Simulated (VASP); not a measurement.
# Ge (P6/mmm) in VASP: further runs

Ge is run at these levels: LDA; tasks: single point, relaxation of cell and atoms.

All numbers are computed with VASP 6.6.1; they aren't measurements. Logs are shortened: lines on timing, memory, paths and dates and some standing lists are left out, and cuts for length are marked.

**1. The cell of the first run**

It takes space group P6/mmm (No. 191, hexagonal). The conventional cell has a = 2.717 Å, b = 2.717 Å, c = 2.529 Å, α = 90.00°, β = 90.00°, γ = 120.00°. Within 3.3 Å of Ge (site symmetry 6/mmm) lie 8 Ge at 2.53 to 2.72 Å.

This isn't the form of Ge at room conditions, which is diamond.

**2. Single point, LDA**

Contents of INCAR:

```
  ALGO = Normal
  EDIFF = 1E-6
  ENCUT = 520
  GGA = CA
  ISIF = 2
  ISMEAR = -1
  LASPH = T
  LCHARG = F
  LREAL = F
  LWAVE = F
  NBANDS = 13
  NELM = 80
  PREC = Accurate
  SIGMA = 0.08
```

Contents of KPOINTS:

```
k-points
0
Gamma
  16 16 15
```

Contents of POSCAR:

```
Ge
1.0
    2.7170913414      0.0000000000      0.0000000000
   -1.3585456707      2.3530701260      0.0000000000
    0.0000000000      0.0000000000      2.5289565259
Ge
1
Direct
    0.0000000000      0.0000000000      0.0000000000
```

Potentials or basis: VASP PAW LDA potentials, release 64 (Ge_d).

Run with:

```
cat potpaw_LDA.64/Ge_d/POTCAR > POTCAR
mpirun -np 1 vasp_std > vasp.out
```

OUTCAR:

```text
EDIFF = 1E-6
   ENCUT = 520
   GGA = CA
   ISIF = 2
   ISMEAR = -1
   LASPH = T
   LREAL = F
   NELM = 80
   PREC = Accurate

 ion  position               nearest neighbor table
   1  0.000  0.000  0.000-

  LATTYP: Found a hexagonal cell.
 ALAT       =     2.7170913414
 C/A-ratio  =     0.9307587446

  Lattice vectors:

 A1 = (   2.7170913414,   0.0000000000,   0.0000000000)
 A2 = (  -1.3585456707,   2.3530701260,   0.0000000000)
 A3 = (   0.0000000000,   0.0000000000,   2.5289565259)

Analysis of symmetry for initial positions (statically):
=====================================================================
 Subroutine PRICEL returns:
 Original cell was already a primitive cell.

 Routine SETGRP: Setting up the symmetry group for a
 hexagonal supercell.

 Subroutine GETGRP returns: Found 24 space group operations
 (whereof 24 operations were pure point group operations)
 out of a pool of 24 trial point group operations.

The static configuration has the point symmetry D_6h.

Analysis of symmetry for dynamics (positions and initial velocities):
=====================================================================
 Subroutine PRICEL returns:
 Original cell was already a primitive cell.

 Routine SETGRP: Setting up the symmetry group for a
 hexagonal supercell.

 Subroutine GETGRP returns: Found 24 space group operations
 (whereof 24 operations were pure point group operations)
 out of a pool of 24 trial point group operations.

The dynamic configuration has the point symmetry D_6h.

 Subroutine INISYM returns: Found 24 space group operations
 (whereof 24 operations are pure point group operations),
 and found     1 'primitive' translations

----------------------------------------------------------------------------------------

                                     Primitive cell

  volume of cell :      16.1689

  direct lattice vectors                    reciprocal lattice vectors
     2.717091341  0.000000000  0.000000000     0.368040627  0.212488355  0.000000000
    -1.358545671  2.353070126  0.000000000     0.000000000  0.424976710  0.000000000
     0.000000000  0.000000000  2.528956526     0.000000000  0.000000000  0.395420004

  length of vectors
     2.717091341  2.717091341  2.528956526     0.424976710  0.424976710  0.395420004

  position of ions in fractional coordinates (direct lattice)
     0.000000000  0.000000000  0.000000000

  ion indices of the primitive-cell ions
   primitive index   ion index
                 1           1

----------------------------------------------------------------------------------------

 KPOINTS: k-points

Automatic generation of k-mesh.
 Grid dimensions read from file:
 generate k-points for:   16   16   15

 Generating k-lattice:

  Cartesian coordinates                     Fractional coordinates (reciprocal lattice)
     0.023002539  0.013280522  0.000000000     0.062500000  0.000000000  0.000000000
     0.000000000  0.026561044  0.000000000     0.000000000  0.062500000  0.000000000
     0.000000000  0.000000000  0.026361334     0.000000000  0.000000000  0.066666667

  Length of vectors
     0.026561044  0.026561044  0.026361334

  Shift w.r.t. Gamma in fractional coordinates (k-lattice)
     0.000000000  0.000000000  0.000000000

 Subroutine IBZKPT returns following result:
 ===========================================

 Found    240 irreducible k-points:

 Following reciprocal coordinates:
            Coordinates               Weight
  0.000000  0.000000  0.000000      1.000000
  0.062500  0.000000  0.000000      6.000000
  0.125000  0.000000  0.000000      6.000000
  0.187500  0.000000  0.000000      6.000000
  0.250000  0.000000  0.000000      6.000000
  0.312500  0.000000  0.000000      6.000000
[... 16 lines left out ...]
  0.187500  0.187500  0.000000      6.000000
  0.250000  0.187500  0.000000     12.000000
 [... further k-points ...]
   k-points           NKPTS =    240   k-points in BZ     NKDIM =    240   number of bands    NBANDS=     13
   number of dos      NEDOS =    301   number of ions     NIONS =      1
   total plane-waves  NPLWV =   8000
   dimension x,y,z NGX =    20 NGY =   20 NGZ =   20
   dimension x,y,z NGXF=    40 NGYF=   40 NGZF=   40
   ions per type =               1
   NGX,Y,Z   is equivalent  to a cutoff of  12.24, 12.24, 13.15 a.u.
   NGXF,Y,Z  is equivalent  to a cutoff of  24.47, 24.47, 26.29 a.u.
 SYSTEM =  unknown system
   PREC   = accura    normal or accurate (medium, high low for compatibility)
   ISTART =      0    job   : 0-new  1-cont  2-samecut
   ICHARG =      2    charge: 1-file 2-atom 10-const
   ISPIN  =      1    spin polarized calculation?
   LNONCOLLINEAR =      F non collinear calculations
   LSORBIT =      F    spin-orbit coupling
   LASPH  =      T    aspherical Exc in radial PAW
   ENCUT  =  520.0 eV  38.22 Ry    6.18 a.u.   5.05  5.05  4.70*2*pi/ulx,y,z
   NELM   =     80;   NELMIN=  2; NELMDL= -5     # of ELM steps
   EDIFF  = 0.1E-05   stopping-criterion for ELM
   LREAL  =      F    real-space projection
   EDIFFG = 0.1E-04   stopping-criterion for IOM
   NSW    =      0    number of steps for IOM
   IBRION =     -1    ionic relax: 0-MD 1-quasi-New 2-CG
   NFREE  =      0    steps in history (QN), initial steepest desc. (CG)
   ISIF   =      2    stress and relaxation
   ISYM   =      2    0-nonsym 1-usesym 2-fastsym
   POTIM  = 0.5000    time-step for ionic-motion
   TEBEG  =    0.0;   TEEND  =   0.0 temperature during run
   PSTRESS=    0.0 pullay stress
   NELECT =      14.0000    total number of electrons
   NUPDOWN=      -1.0000    fix difference up-down
   EMIN   =  10.00;   EMAX   =-10.00  energy-range for DOS
   EFERMI =   0.00;   METHOD = LEGACY
   ISMEAR =    -1;   SIGMA  =   0.08  broadening in eV -4-tet -1-fermi 0-gaus
   EFERMI_NEDOS =   21; number of points for ismear=-14 and -15
   IALGO  =     38    algorithm
   IMIX   =      4    mixing-type and parameters
     AMIX     =   0.40;   BMIX     =  1.00
     AMIX_MAG =   1.60;   BMIX_MAG =  1.00
  volume/ion in A,a.u.               =      16.17       109.11
  Fermi-wavevector in a.u.,A,eV,Ry     =   1.560357  2.948647 33.126301  2.434714
  Thomas-Fermi vector in A             =   2.663581
   LORBIT       =      0    0 simple, 1 ext, 2 COOP (PROOUT), +10 PAW based schemes
   GGA     = CA    functional components
   LHFCALC =     F    Hartree Fock is set to
   AEXX    =    0.0000 exact exchange contribution
   IVDW    =     0    specifies the selected vdW correction
   LEPSILON=     F    determine dielectric tensor
   LRPA    =     F    only Hartree local field effects (RPA)
 non-spin polarized calculation
  energy-cutoff  :      520.00
  volume of cell :       16.17
 maximum number of plane-waves:       446
   NGX = 11   NGY = 11   NGZ =  9

 number of electron      13.9999984 magnetization

 Free energy of the ion-electron system (eV)
  ---------------------------------------------------
  ext. energy  EPLUGINS =         0.00000000
  ---------------------------------------------------
  free energy    TOTEN  =        -4.93748202 eV

  energy without entropy =       -4.92884052  energy(sigma->0) =       -4.93316127

 E-fermi :   8.1752     XC(G=0): -12.3237

 val. band max:        8.1244992101   @ k =   0.1875   0.1875   0.1333
 cond. band min:       8.2159500856   @ k =   0.4375   0.1250   0.4000
 fundamental gap:      0.0914508754
 Fermi energy:         8.1752145610

 k-point     1 :       0.0000    0.0000    0.0000
  band No.  band energies     occupation
      1     -16.8963      2.00000
      2     -16.7291      2.00000
      3     -16.7291      2.00000
      4     -16.5083      2.00000
      5     -16.5083      2.00000
      6      -6.4183      2.00000
      7      15.8761      0.00000
      8      17.6267      0.00000
      9      17.6267      0.00000
     10      19.3337      0.00000
     11      23.3750      0.00000
     12      23.3750      0.00000
     13      24.2516      0.00000

 k-point     2 :       0.0625    0.0000    0.0000
  band No.  band energies     occupation
      1     -16.8924      2.00000
      2     -16.7308      2.00000
      3     -16.7216      2.00000
      4     -16.5115      2.00000
      5     -16.5090      2.00000
      6      -6.3124      2.00000
      7      15.9835      0.00000
      8      16.3836      0.00000
      9      17.2159      0.00000
     10      19.7016      0.00000
     11      21.9877      0.00000
     12      23.9795      0.00000
     13      25.7787      0.00000

 k-point     3 :       0.1250    0.0000    0.0000
  band No.  band energies     occupation
      1     -16.8818      2.00000
      2     -16.7353      2.00000
      3     -16.7003      2.00000
      4     -16.5207      2.00000
      5     -16.5112      2.00000
      6      -5.9945      2.00000
      7      14.0743      0.00000
      8      16.3030      0.00000
      9      16.3142      0.00000
     10      19.7072      0.00000
     11      21.1913      0.00000
     12      25.4628      0.00000
     13      27.1074      0.00000
[... 305 lines left out ...]
 k-point    23 :       0.1875    0.1875    0.0000
  band No.  band energies     occupation
      1     -16.8282      2.00000
      2     -16.7424      2.00000
      3     -16.6014      2.00000
      4     -16.5639      2.00000
      5     -16.5289      2.00000
      6      -3.5579      2.00000
      7       7.7711      1.98728
      8       9.7164      0.00000
      9      18.5978      0.00000
     10      22.4368      0.00000
     11      23.5157      0.00000
     12      26.2170      0.00000
     13      31.3253      0.00000

 k-point    24 :       0.2500    0.1875    0.0000
  band No.  band energies     occupation
      1     -16.8166      2.00000
      2     -16.7332      2.00000
      3     -16.5864      2.00000
      4     -16.5727      2.00000
      5     -16.5354      2.00000
      6      -2.5154      2.00000
      7       6.0350      2.00000
      8       8.5689      0.01448
      9      19.4751      0.00000
     10      23.0432      0.00000
     11      24.2464      0.00000
     12      27.5375      0.00000
     13      29.7643      0.00000

 [... further k-points ...]
[... 5 lines left out ...]
  --------------------------------------------------------------------------------------
  -------------------------------------------------------------------------------------
  Total        1.1167728      1.1167728      1.1157133      0.0000000     -0.0000000      0.0000000
  in kB      110.6610893    110.6610893    110.5561007      0.0000000     -0.0000000      0.0000000
  external PRESSURE =     110.6260931 kB  Pullay stress =       0.0000000 kB

 VOLUME and BASIS-vectors are now :
 -----------------------------------------------------------------------------
  energy-cutoff  :      520.00
  volume of cell :       16.17
      direct lattice vectors                 reciprocal lattice vectors
     2.717091341  0.000000000  0.000000000     0.368040627  0.212488355  0.000000000
    -1.358545671  2.353070126  0.000000000     0.000000000  0.424976710  0.000000000
     0.000000000  0.000000000  2.528956526     0.000000000  0.000000000  0.395420004

 POSITION                                       TOTAL-FORCE (eV/Angst)
 -----------------------------------------------------------------------------------
      0.00000      0.00000      0.00000        -0.000000      0.000000      0.000000
 -----------------------------------------------------------------------------------
    total drift:                               -0.000000      0.000000      0.000000

  FREE ENERGIE OF THE ION-ELECTRON SYSTEM (eV)
  ---------------------------------------------------
  free  energy   TOTEN  =        -4.9374820169 eV

  energy  without entropy=       -4.9288405155  energy(sigma->0) =       -4.93316127
```

Wall time 27 s (1 thread of Intel Xeon 8259CL, shared host); peak memory 0.15 GiB.

What came out:

```
Free energy            : -4.9375 eV
Pressure               : 11.1 GPa
Band gap on the k mesh : zero (bands 7 and 8 overlap by 11.37 eV)
```

Caveat: the cell stands under pressure.

**3. Single point, LDA**

Contents of INCAR:

```
SYSTEM = Ge
  ALGO = Normal
  EDIFF = 1E-6
  ENCUT = 520
  ISIF = 2
  ISMEAR = -1
  LASPH = .True.
  LCHARG = .False.
  LREAL = .False.
  LWAVE = .False.
  NBANDS = 13
  NELM = 80
  PREC = Accurate
  SIGMA = 0.08
```

Contents of KPOINTS:

```
k-points
0
Gamma
  16 16 15
  0 0 0
```

Contents of POSCAR:

```
Ge
1.0
    2.7176293233      0.0000000000      0.0000000000
   -1.3588146617      2.3535360320      0.0000000000
    0.0000000000      0.0000000000      2.5293270722
Ge
1
Direct
    0.0000000000      0.0000000000      0.0000000000
```

Potentials or basis: VASP PAW LDA potentials, release 64 (Ge_d).

Run with:

```
cat potpaw_LDA.64/Ge_d/POTCAR > POTCAR
mpirun -np 1 vasp_std > vasp.out
```

It took 32 s on 1 thread of Intel Xeon 8259CL, shared host; peak memory 0.15 GiB.

Results (log left out):

```
Free energy            : -4.9381 eV
Pressure               : 11.0 GPa
Band gap on the k mesh : zero (bands 7 and 8 overlap by 11.37 eV)
```

Levels at points of the mesh, in eV from the Fermi level:
```
           k point  band 4  band 5  band 6  band 7  band 8  band 9  band 10  band 11
(0.00, 0.00, 0.00)  -24.68  -24.68  -14.59    7.70    9.45    9.45    11.16    15.20
(0.50, 0.00, 0.00)  -24.70  -24.70   -8.62   -6.61    4.51    8.70    12.39    17.76
```

Caveat: the cell stands under pressure.

**4. Relaxation of cell and atoms, LDA, target pressure 11 GPa, at which the enthalpy is minimised**

Contents of INCAR:

```
SYSTEM = Ge
PREC = Accurate
ENCUT = 600
EDIFF = 1E-6
ISMEAR = -1
SIGMA = 0.08
LREAL = .FALSE.
LASPH = .TRUE.
NELM = 100
ALGO = Normal
ISIF = 3
LWAVE = .FALSE.
LCHARG = .FALSE.
GGA = CA
IBRION = 2
NSW = 32
EDIFFG = -0.005
PSTRESS = 110.0
```

Contents of KPOINTS:

```
regular mesh
0
G
  16 16 15
  0 0 0
```

Contents of POSCAR:

```
Ge
1.0
    2.7170913414      0.0000000000      0.0000000000
   -1.3585456707      2.3530701260      0.0000000000
    0.0000000000      0.0000000000      2.5289565259
Ge
1
Direct
    0.0000000000      0.0000000000      0.0000000000
```

Run with:

```
cat potpaw_LDA.64/Ge_d/POTCAR > POTCAR
mpirun -np 1 vasp_std > vasp.out
```

It took 83 s on 1 thread of Intel Xeon 8259CL, shared host; peak memory 0.17 GiB.

Results (log left out):

| Property | Result |
| --- | --- |
| Free energy | -4.9397 eV |
| Relaxed volume | 16.20 Å³/atom |
| Relaxed cell | a = 2.719 Å, b = 2.719 Å, c = 2.530 Å, α = 90.00°, β = 90.00°, γ = 120.00° |
| Space group after relaxing (to 0.1 Å) | P6/mmm (No. 191) |
| Energy change on relaxing (the run minimises the enthalpy) | -2.2 meV/atom |
| Ionic steps | 5 |
| Pressure after relaxing | 11.0 GPa |
| Band gap on the k mesh | zero (bands 7 and 8 overlap by 11.36 eV) |

Step by step:
```
step  energy change (eV)  largest force (eV/Å)  pressure (GPa)  volume (Å³)
   1              0.0000                0.0000           11.10        16.17
   2             -0.0017                0.0000           11.11        16.19
   3             -0.0066                0.0000           10.55        16.27
   4             -0.0026                0.0000           10.91        16.21
   5             -0.0022                0.0000           10.98        16.20
```

Final structure:
```xyz
1
Lattice="2.7189 0.0000 0.0000 -1.3595 2.3547 0.0000 0.0000 0.0000 2.5304" Properties=species:S:1:pos:R:3 pbc="T T T"
Ge    0.0000    0.0000    0.0000
```

Levels at points of the mesh, in eV from the Fermi level:
| k point | band 4 | band 5 | band 6 | band 7 | band 8 | band 9 | band 10 | band 11 |
| --- | --- | --- | --- | --- | --- | --- | --- | --- |
| (0.00, 0.00, 0.00) | -24.68 | -24.68 | -14.57 | 7.69 | 9.43 | 9.43 | 11.15 | 15.19 |
| (0.50, 0.00, 0.00) | -24.70 | -24.70 | -8.62 | -6.60 | 4.51 | 8.69 | 12.37 | 17.75 |

Caveat: the cell is relaxed towards a set pressure, so the run minimises the enthalpy, not the energy.

[end of part 1 of 2]

The gap in the log of VASP goes by the Fermi energy; the results here count the filled bands.